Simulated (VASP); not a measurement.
Input of a VASP 6.6.1 run:

File INCAR:

```
PREC = Accurate
ENCUT = 520
EDIFF = 1E-6
ISMEAR = 0
SIGMA = 0.01
LREAL = F
LASPH = T
NELM = 80
ALGO = Normal
ISIF = 2
LWAVE = F
LCHARG = F
GGA = PE
NBANDS = 19
```

Contents of KPOINTS:

```
regular mesh
0
Gamma
  14 14 7
```

Contents of POSCAR:

```
Zn
1.0
    2.6556370042      0.0000000000      0.0000000000
   -1.3278185021      2.2998491089      0.0000000000
    0.0000000000      0.0000000000      4.9624616040
Zn
2
Direct
    0.3333333333      0.6666666667      0.2500000000
    0.6666666667      0.3333333333      0.7500000000
```

Potentials or basis: VASP PAW PBE potentials, release 64 (Zn).

Run with:

```console
$ cat potpaw_PBE.64/Zn/POTCAR > POTCAR
$ mpirun -np 1 vasp_std > vasp.out
```

Task: Predict the band gap on the k mesh.

Result: Zero (band 12 reaches 4.59 eV, above the bottom of band 13 at 0.02 eV).

Task: Predict the pressure.

Result: 0.4 GPa.

Stress tensor (GPa, compression positive):
```
 1.24  0.00  0.00
 0.00  1.24  0.00
 0.00  0.00 -1.18
```
